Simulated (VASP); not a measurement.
Runs of VASP 6.6.1 on Cu. The structure is that of space group Pm-3m (No. 221), or close to it. The cells are those of the table. 

```csv
cell,k mesh,gap on the mesh (eV),pressure (GPa)
"a = 2.430 Å, 1 atom",13 × 13 × 13,none,(b)
"a = 2.363 Å, 1 atom",14 × 14 × 14,none,10.1
"a = 2.524 Å, 1 atom",14 × 14 × 14,none,-7.1
"a = 2.329 Å, 1 atom",14 × 14 × 14,none,16.8
"a = 2.462 Å, 1 atom",14 × 14 × 14,none,(a)
```

Alike in all rows: task single point; level revPBE; potentials or basis VASP PAW PBE potentials, release 64 (Cu); no spin polarisation; cutoff (eV) 520; smearing fermi-dirac 0.1 eV.

Question: Fill in the values left out.

Answer: (a) -3.0; (b) 0.6.

Caveats: the PAW data sets were made with another functional, which shifts forces and pressure a little.

A gap of «none» marks levels without a gap at the run's occupations.
